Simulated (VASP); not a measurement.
**ZrB: single point with PBEsol+U**

Crystal: ZrB.

```xyz
2
Lattice="0.0000 2.3250 2.3250 2.3250 0.0000 2.3250 2.3250 2.3250 0.0000" Properties=species:S:1:pos:R:3 pbc="T T T"
Zr    0.0000    0.0000    0.0000
B     2.3250    2.3250    2.3250
```

| Property | Result |
| --- | --- |
| Program | VASP 6.6.1 |
| Task | single point |
| Functional | PBEsol |
| Potentials or basis | VASP PAW PBE potentials, release 64 (Zr_sv, B) |
| Cutoff | 520 eV |
| k mesh | 10 × 10 × 10 |
| Occupations | fermi-dirac, width 0.1 eV |
| Spin | non-collinear spin, zero start, spin-orbit coupling |
| Starting moments | [[0.0, 0.0, 0.0], [0.0, 0.0, 0.0]] μB |
| Hubbard terms | Zr d U = 4.0 eV |

| Property | Result |
| --- | --- |
| Pressure | 42.8 GPa |
| Net moment | 0.00 μB per cell |
| Valence electrons inside the program's atomic spheres | Zr 9.97; B 1.95 |

Moments on the atoms (μB; x, y, z):
```
Zr  0.00 0.00 0.00
B   0.00 0.00 0.00
```

It took 66 s on 1 thread of Intel(R) Xeon(R) 6975P-C (Granite Rapids), with other jobs on the host, peak memory 0.21 GiB.

Caveat: the PAW data sets were made with another functional, which shifts forces and pressure a little; the U is typed as a test and isn't derived for this compound. The state reached can hang on the start; a lower one may exist.
